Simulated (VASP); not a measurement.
# SiC (Moissanite 3C) (F-43m) in VASP: further runs, part 2 of 2

VASP 6.6.1. The steps go on from the part before.

**3. Relaxation of cell and atoms, PBE**

INCAR reads:

```
SYSTEM = SiC
PREC = Accurate ; ENCUT = 600
EDIFF = 1E-6 ; ISMEAR = -1
SIGMA = 0.02 ; LREAL = .False.
LASPH = .True. ; NELM = 60
ALGO = Normal ; ISIF = 3
LWAVE = .False. ; LCHARG = .False.
GGA = PE ; IBRION = 2
NSW = 80 ; EDIFFG = -0.005
```

KPOINTS reads:

```
Automatic mesh
0
Gamma
  10 10 10
  0 0 0
```

POSCAR reads:

```
SiC
1.0
    0.0000000000      2.1790000000      2.1790000000
    2.1790000000      0.0000000000      2.1790000000
    2.1790000000      2.1790000000      0.0000000000
Si C
1 1
Direct
    0.0000000000      0.0000000000      0.0000000000
    0.2500000000      0.2500000000      0.2500000000
```

Potentials or basis: VASP PAW PBE potentials, release 64 (Si, C).

Run with:

```
> cat potpaw_PBE.64/Si/POTCAR potpaw_PBE.64/C/POTCAR > POTCAR
> mpirun -np 1 vasp_std > vasp.out
```

OUTCAR:

```text
SYSTEM = SiC
   PREC = Accurate
   ENCUT = 600
   EDIFF = 1E-6
   ISMEAR = -1
   LREAL = .False.
   LASPH = .True.
   NELM = 60
   ISIF = 3
   GGA = PE
   IBRION = 2
   NSW = 80
   EDIFFG = -0.005

 ion  position               nearest neighbor table
   1  0.000  0.000  0.000-   2 1.89   2 1.89   2 1.89   2 1.89
   2  0.250  0.250  0.250-   1 1.89   1 1.89   1 1.89   1 1.89

  LATTYP: Found a face centered cubic cell.
 ALAT       =     4.3580000000

  Lattice vectors:

 A1 = (   0.0000000000,   2.1790000000,   2.1790000000)
 A2 = (   2.1790000000,   0.0000000000,   2.1790000000)
 A3 = (   2.1790000000,   2.1790000000,   0.0000000000)

Analysis of symmetry for initial positions (statically):
=====================================================================
 Subroutine PRICEL returns:
 Original cell was already a primitive cell.

 Routine SETGRP: Setting up the symmetry group for a
 face centered cubic supercell.

 Subroutine GETGRP returns: Found 24 space group operations
 (whereof 24 operations were pure point group operations)
 out of a pool of 48 trial point group operations.

The static configuration has the point symmetry T_d .

Analysis of symmetry for dynamics (positions and initial velocities):
=====================================================================
 Subroutine PRICEL returns:
 Original cell was already a primitive cell.

 Routine SETGRP: Setting up the symmetry group for a
 face centered cubic supercell.

 Subroutine GETGRP returns: Found 24 space group operations
 (whereof 24 operations were pure point group operations)
 out of a pool of 48 trial point group operations.

The dynamic configuration has the point symmetry T_d .

 Subroutine INISYM returns: Found 24 space group operations
 (whereof 24 operations are pure point group operations),
 and found     1 'primitive' translations
[... 126 lines left out ...]
 conjugate gradient relaxation of ions
 non-spin polarized calculation
  energy-cutoff  :      600.00
  volume of cell :       20.69
 maximum number of plane-waves:       701
 NGX is ok and might be reduce to    28
   NGX = 13   NGY = 13   NGZ = 13

--------------------------------------- Ionic step        1  -------------------------------------------

 number of electron       8.0000000 magnetization

 Free energy of the ion-electron system (eV)
  ---------------------------------------------------
  ext. energy  EPLUGINS =         0.00000000
  ---------------------------------------------------
  free energy    TOTEN  =       -15.05911966 eV

  energy without entropy =      -15.05911966  energy(sigma->0) =      -15.05911966

------------------------ aborting loop because EDIFF is reached ----------------------------------------

  FORCE on cell =-STRESS in cart. coord.  units (eV):
  Direction    XX          YY          ZZ          XY          YZ          ZX
  --------------------------------------------------------------------------------------
  -------------------------------------------------------------------------------------
  Total        0.3979537      0.3979537      0.3979537      0.0000000      0.0000000      0.0000000
  in kB       30.8135264     30.8135264     30.8135264      0.0000000      0.0000000      0.0000000
  external PRESSURE =      30.8135264 kB  Pullay stress =       0.0000000 kB
[... 59 lines left out ...]
--------------------------------------- Ionic step        3  -------------------------------------------

 number of electron       8.0000000 magnetization

 Free energy of the ion-electron system (eV)
  ---------------------------------------------------
  ext. energy  EPLUGINS =         0.00000000
  ---------------------------------------------------
  free energy    TOTEN  =       -15.06188963 eV

  energy without entropy =      -15.06188963  energy(sigma->0) =      -15.06188963

 E-fermi :   8.3104     XC(G=0): -11.2947

 val. band max:        7.9490656395   @ k =   0.0000   0.0000   0.0000
 cond. band min:       9.3195810995   @ k =   0.5000   0.5000   0.0000
 fundamental gap:      1.3705154600
 Fermi energy:         8.3103994322

 k-point     1 :       0.0000    0.0000    0.0000
  band No.  band energies     occupation
      1      -7.3440      2.00000
      2       7.9491      2.00000
      3       7.9491      2.00000
      4       7.9491      2.00000
      5      14.0180      0.00000
      6      15.1601      0.00000
      7      15.1601      0.00000
      8      15.1601      0.00000
[... 243 lines left out ...]
 k-point    24 :       0.4000    0.3000    0.0000
  band No.  band energies     occupation
      1      -4.2402      2.00000
      2       2.3849      2.00000
      3       4.8262      2.00000
      4       5.3467      2.00000
      5      10.8088      0.00000
      6      13.5160      0.00000
      7      19.4206      0.00000
      8      19.7483      0.00000

 [... further k-points ...]

------------------------ aborting loop because EDIFF is reached ----------------------------------------

  FORCE on cell =-STRESS in cart. coord.  units (eV):
  Direction    XX          YY          ZZ          XY          YZ          ZX
  --------------------------------------------------------------------------------------
  -------------------------------------------------------------------------------------
  Total        0.0009349      0.0009349      0.0009349     -0.0000000      0.0000000     -0.0000000
  in kB        0.0713795      0.0713795      0.0713795     -0.0000000      0.0000000     -0.0000000
  external PRESSURE =       0.0713795 kB  Pullay stress =       0.0000000 kB
[... 17 lines left out ...]
  FREE ENERGIE OF THE ION-ELECTRON SYSTEM (eV)
  ---------------------------------------------------
  free  energy   TOTEN  =       -15.0618896323 eV

  energy  without entropy=      -15.0618896322  energy(sigma->0) =      -15.06188963

 reached required accuracy - stopping structural energy minimisation
```

OSZICAR:

```text
N       E                     dE             d eps       ncg     rms          rms(c)
DAV:   1     0.762786390434E+01    0.76279E+01   -0.44019E+03   768   0.950E+02
DAV:   2    -0.164794364202E+02   -0.24107E+02   -0.22731E+02  1064   0.115E+02
DAV:   3    -0.169119802273E+02   -0.43254E+00   -0.43254E+00   888   0.194E+01
DAV:   4    -0.169133595033E+02   -0.13793E-02   -0.13793E-02  1160   0.118E+00
[... 19 lines left out ...]
DAV:   1    -0.150631325483E+02   -0.41745E-02   -0.59024E-02   800   0.212E+00    0.267E-01
DAV:   2    -0.150621306458E+02    0.10019E-02   -0.26090E-03   936   0.336E-01    0.131E-01
DAV:   3    -0.150619236335E+02    0.20701E-03   -0.33490E-04   944   0.130E-01    0.346E-02
DAV:   4    -0.150618893857E+02    0.34248E-04   -0.52186E-05   848   0.441E-02    0.163E-02
DAV:   5    -0.150618896323E+02   -0.24653E-06   -0.14463E-06   800   0.982E-03
   3 F= -.15061890E+02 E0= -.15061890E+02  d E =-.276998E-02
```

It took 15 s on 1 thread of Intel Xeon 6975P-C, shared host; peak memory 0.15 GiB.

What came out:

```yaml
Free_energy: -15.0619 eV
Relaxed_volume: 10.49 Å³/atom
Relaxed_cell: a = 3.096 Å, b = 3.096 Å, c = 3.096 Å, α = 60.00°, β = 60.00°, γ = 60.00°
Space_group_after_relaxing_to_0.05_Å: F-43m (No. 216)
Energy_gained_by_relaxing: 1.4 meV/atom
Ionic_steps: 3
Pressure_after_relaxing: 0.0 GPa
Band_gap_on_the_k_mesh: 1.37 eV, indirect (least direct gap 4.53 eV)
```

The path:
```csv
step,energy change (eV),largest force (eV/Å),pressure (GPa),volume (Å³)
1,0.0000,0.0000,3.08,20.69
2,0.0002,0.0000,-3.00,21.29
3,-0.0028,0.0000,0.01,20.99
```

Final structure:
```
CELL_PARAMETERS angstrom
0.00000 2.18924 2.18924
2.18924 0.00000 2.18924
2.18924 2.18924 0.00000
ATOMIC_POSITIONS crystal
Si 0.00000 0.00000 0.00000
C 0.25000 0.25000 0.25000
```

A k mesh can miss the band edges. A hybrid or GW would open this gap; PBE tends to underestimate it.

**4. Relaxation of cell and atoms, PBEsol**

This run uses another cell than the first one, of 10.50 Å³/atom, 1.016 times its volume.

INCAR reads:

```
PREC = Accurate
ENCUT = 600
EDIFF = 1E-6
ISMEAR = -1
SIGMA = 0.02
LREAL = F
LASPH = T
NELM = 80
ALGO = Normal
ISIF = 3
LWAVE = F
LCHARG = F
GGA = PS
IBRION = 2
NSW = 80
EDIFFG = -0.005
```

KPOINTS reads:

```
regular mesh
0
Gamma
  10 10 10
```

POSCAR reads:

```
SiC
1.0
    0.0000000000      2.1898675890      2.1898675890
    2.1898675890      0.0000000000      2.1898675890
    2.1898675890      2.1898675890      0.0000000000
Si C
1 1
Direct
    0.0000000000      0.0000000000      0.0000000000
    0.2500000000      0.2500000000      0.2500000000
```

Run with:

```
> cat potpaw_PBE.64/Si/POTCAR potpaw_PBE.64/C/POTCAR > POTCAR
> mpirun -np 1 vasp_std > vasp.out
```

It took 17 s on 1 thread of Intel Xeon 6975P-C, shared host; peak memory 0.16 GiB.

It converged, with:

```yaml
Free_energy: -15.9164 eV
Relaxed_volume: 10.35 Å³/atom
Relaxed_cell: a = 3.082 Å, b = 3.082 Å, c = 3.082 Å, α = 60.00°, β = 60.00°, γ = 60.00°
Space_group_after_relaxing_to_0.05_Å: F-43m (No. 216)
Energy_gained_by_relaxing: 1.5 meV/atom
Ionic_steps: 3
Pressure_after_relaxing: 0.0 GPa
Band_gap_on_the_k_mesh: 1.23 eV, indirect (least direct gap 4.44 eV)
```

Step by step:
```csv
step,energy change (eV),largest force (eV/Å),pressure (GPa),volume (Å³)
1,0.0000,0.0000,-3.17,21.00
2,0.0003,0.0000,3.51,20.38
3,-0.0031,0.0000,0.00,20.69
```

Final structure:
```
Si C
1.0
     0.00000    2.17910    2.17910
     2.17910    0.00000    2.17910
     2.17910    2.17910    0.00000
Si C
1 1
Direct
  0.00000 0.00000 0.00000
  0.25000 0.25000 0.25000
```

Levels at points of the mesh, in eV from the valence-band top:
| k point | band 2 | band 3 | band 4 | band 5 | band 6 | band 7 |
| --- | --- | --- | --- | --- | --- | --- |
| (0.00, 0.00, 0.00) | 0.00 | 0.00 | 0.00 | 6.19 | 7.24 | 7.24 |
| (0.50, 0.00, 0.00) | -8.60 | -1.06 | -1.06 | 5.37 | 7.14 | 7.14 |
| (0.50, 0.50, 0.00) | -7.83 | -3.21 | -3.21 | 1.23 | 4.20 | 13.95 |

Caveat: the PAW data sets were made with another functional, which shifts forces and pressure a little. PBEsol gaps usually lie below the measured ones, often by a third to a half.

**5. Relaxation of cell and atoms, LDA**

This run uses another cell than the first one, of 10.50 Å³/atom, 1.016 times its volume.

INCAR reads:

```
SYSTEM = SiC
ALGO = Normal ; EDIFF = 1E-6
EDIFFG = -0.005 ; ENCUT = 600
IBRION = 2 ; ISIF = 3
ISMEAR = -1 ; LASPH = .True.
LCHARG = .False. ; LREAL = .False.
LWAVE = .False. ; NELM = 100
NSW = 80 ; PREC = Accurate
SIGMA = 0.02
```

KPOINTS reads:

```
k-points
0
Gamma
  10 10 10
  0 0 0
```

POSCAR is that of step 4.

Potentials or basis: VASP PAW LDA potentials, release 64 (Si, C).

Run with:

```
> cat potpaw_LDA.64/Si/POTCAR potpaw_LDA.64/C/POTCAR > POTCAR
> mpirun -np 1 vasp_std > vasp.out
```

Run time: 17 s. Hardware: 1 thread of Intel Xeon 6975P-C, shared host; peak memory 0.14 GiB.

The run converged. Its results:

| Property | Result |
| --- | --- |
| Free energy | -16.6455 eV |
| Relaxed volume | 10.15 Å³/atom |
| Relaxed cell | a = 3.062 Å, b = 3.062 Å, c = 3.062 Å, α = 60.00°, β = 60.00°, γ = 60.00° |
| Space group after relaxing (to 0.05 Å) | F-43m (No. 216) |
| Energy gained by relaxing | 8.2 meV/atom |
| Ionic steps | 3 |
| Pressure after relaxing | -0.1 GPa |
| Band gap on the k mesh | 1.29 eV, indirect (least direct gap 4.52 eV) |

Step by step:
```csv
step,energy change (eV),largest force (eV/Å),pressure (GPa),volume (Å³)
1,0.0000,0.0000,-7.26,21.00
2,0.0025,0.0000,8.74,19.59
3,-0.0164,0.0000,-0.05,20.31
```

Final structure:
```xyz
2
Lattice="0.0000 2.1654 2.1654 2.1654 0.0000 2.1654 2.1654 2.1654 0.0000" Properties=species:S:1:pos:R:3 pbc="T T T"
Si    0.0000    0.0000    0.0000
C     1.0827    1.0827    1.0827
```

Levels at points of the mesh, in eV from the valence-band top:
| k point | band 2 | band 3 | band 4 | band 5 | band 6 | band 7 |
| --- | --- | --- | --- | --- | --- | --- |
| (0.00, 0.00, 0.00) | 0.00 | 0.00 | 0.00 | 6.51 | 7.32 | 7.32 |
| (0.50, 0.00, 0.00) | -8.66 | -1.06 | -1.06 | 5.56 | 7.21 | 7.21 |
| (0.50, 0.50, 0.00) | -7.87 | -3.23 | -3.23 | 1.29 | 4.26 | 14.05 |

A k mesh can miss the band edges. Expect the measured gap to be larger: semilocal functionals such as LDA lack the derivative discontinuity.

**6. Overview**

| task | level | potentials or basis | cell | cutoff (eV) | smearing | gap on the mesh (eV) | pressure (GPa) | relaxed volume (Å³/atom) |
| --- | --- | --- | --- | --- | --- | --- | --- | --- |
| single point | r2SCAN | VASP PAW PBE potentials, release 64 (Si, C) | a = 3.080 Å, angles 60.0°, 2 atoms | 520 | gaussian 0.01 eV | 1.72 | -0.1 | - |
| relaxation of cell and atoms | PBE | VASP PAW PBE potentials, release 64 (Si, C) | relaxed from a = 3.082 Å, angles 60.0°, 2 atoms | 600 | fermi-dirac 0.02 eV | 1.37 | 0.0 | 10.49 |
| relaxation of cell and atoms | PBEsol | VASP PAW PBE potentials, release 64 (Si, C) | relaxed from a = 3.097 Å, angles 60.0°, 2 atoms | 600 | fermi-dirac 0.02 eV | 1.23 | 0.0 | 10.35 |
| relaxation of cell and atoms | LDA | VASP PAW LDA potentials, release 64 (Si, C) | relaxed from a = 3.097 Å, angles 60.0°, 2 atoms | 600 | fermi-dirac 0.02 eV | 1.29 | -0.1 | 10.15 |

Alike in all rows: no spin polarisation; k mesh 10 × 10 × 10.

Caveats: the PAW data sets were made with another functional, which shifts forces and pressure a little (some runs).

Total energies depend on the potentials used, so only differences within one code and one set of settings carry meaning.

**7. Comparison with measurements**

Step 2. A measured gap of SiC is 2.4 eV (indirect; quoted in “Insight into the structural, elastic and electronic properties of a new orthorhombic 6O-SiC polytype”, 2020, pmc:7200658); the calculated 1.72 eV misses it by -0.68 eV. The value is that of r2SCAN on a finite k mesh, which can miss the band edges, without temperature or zero-point motion.
